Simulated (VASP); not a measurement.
Wanted: the native input for a VASP 6.6.1 run.

| Item | Value |
| --- | --- |
| Task | electric field gradients |
| Functional | PBE |
| Potentials or basis | VASP PAW PBE potentials, release 64 (Zn, S) |
| Cutoff | 520 eV |
| k mesh | 8 × 8 × 2 |
| Occupations | fermi-dirac, width 0.02 eV |
| Spin | no spin polarisation |
| Dipole correction | no |
| Further INCAR settings | LREAL = Auto; ALGO = Normal; EDIFF = 1e-08; NBANDS = 86 |

The structure of ZnS lies in POSCAR:

```
ZnS
1.0
    3.8200000000      0.0000000000      0.0000000000
   -1.9100000000      3.3082170425      0.0000000000
    0.0000000000      0.0000000000     24.9600000000
Zn S
8 8
Direct
    0.0000000000      0.0000000000      0.0000000000
    0.0000000000      0.0000000000      0.5000000000
    0.3333333333      0.6666666667      0.1250000000
    0.6666666667      0.3333333333      0.6250000000
    0.3333333333      0.6666666667      0.3750000000
    0.6666666667      0.3333333333      0.8750000000
    0.3333333333      0.6666666667      0.7500000000
    0.6666666667      0.3333333333      0.2500000000
    0.0000000000      0.0000000000      0.0938000000
    0.0000000000      0.0000000000      0.5938000000
    0.3333333333      0.6666666667      0.2188000000
    0.6666666667      0.3333333333      0.7188000000
    0.3333333333      0.6666666667      0.4688000000
    0.6666666667      0.3333333333      0.9688000000
    0.3333333333      0.6666666667      0.8438000000
    0.6666666667      0.3333333333      0.3438000000
```

The input as run:

INCAR

```
SYSTEM = ZnS
ALGO = Normal ; EDIFF = 1E-8
ENCUT = 520 ; GGA = PE
ISIF = 2 ; ISMEAR = -1
LASPH = .True. ; LCHARG = .False.
LEFG = .True. ; LREAL = Auto
LUSENCCL = .False. ; LWAVE = .False.
NBANDS = 86 ; NELM = 80
PREC = Accurate ; SIGMA = 0.02
```

KPOINTS

```
k-points
0
Gamma
  8 8 2
  0 0 0
```

Potentials or basis: VASP PAW PBE potentials, release 64 (Zn, S).

Run with:

```console
$ cat potpaw_PBE.64/Zn/POTCAR potpaw_PBE.64/S/POTCAR > POTCAR
$ mpirun -np 1 vasp_std > vasp.out
```

Results of the run:

```json
{"Pressure": "1.8 GPa", "Largest force": "0.035 eV/Å", "Band gap on the k mesh": "2.14 eV", "Largest electric field gradient by atom": "Zn +0.6, +0.7, +1.1, -0.6 (each value once); S -0.0, +0.3, +0.0, +1.2 (each value once) V/Å²"}
```

Caveat: without QUAD_EFG the Cq values of the log hold for a quadrupole moment of 1 mb, not for the nuclei.

Run time: 12 min on 1 × NVIDIA H100 80GB with 1 thread of AMD EPYC 7R13 Processor (Zen 3) (shared host), peak memory 1.6 GiB.
